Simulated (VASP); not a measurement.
A run of VASP 6.6.1 is set up as follows.

INCAR

```
PREC = Accurate ; ENCUT = 600
EDIFF = 1E-6 ; ISMEAR = 1
SIGMA = 0.1 ; LREAL = F
LASPH = T ; NELM = 120
ALGO = Normal ; ISIF = 2
LWAVE = F ; LCHARG = F
GGA = PE ; NBANDS = 16
GGA_COMPAT = F
```

The input KPOINTS:

```
regular mesh
0
Gamma
  7 7 7
```

POSCAR

```
TaN
1.0
    0.0000000000      2.1790000000      2.1790000000
    2.1790000000      0.0000000000      2.1790000000
    2.1790000000      2.1790000000      0.0000000000
Ta N
1 1
Direct
    0.5000000000      0.5000000000      0.5000000000
    0.0000000000      0.0000000000      0.0000000000
```

Potentials or basis: VASP PAW PBE potentials, release 64 (Ta_sv_GW, N).

Launch:

```sh
$ cat potpaw_PBE.64/Ta_sv_GW/POTCAR potpaw_PBE.64/N/POTCAR > POTCAR
$ mpirun -np 1 vasp_std > vasp.out
```

Q: Estimate the band gap on the k mesh.

A: Zero (band 9 reaches 15.62 eV, above the bottom of band 10 at 12.05 eV).

Q: Estimate the pressure.

A: 14.4 GPa.

Caveat: spin-orbit coupling is left out, which moves the levels of the heavy elements.
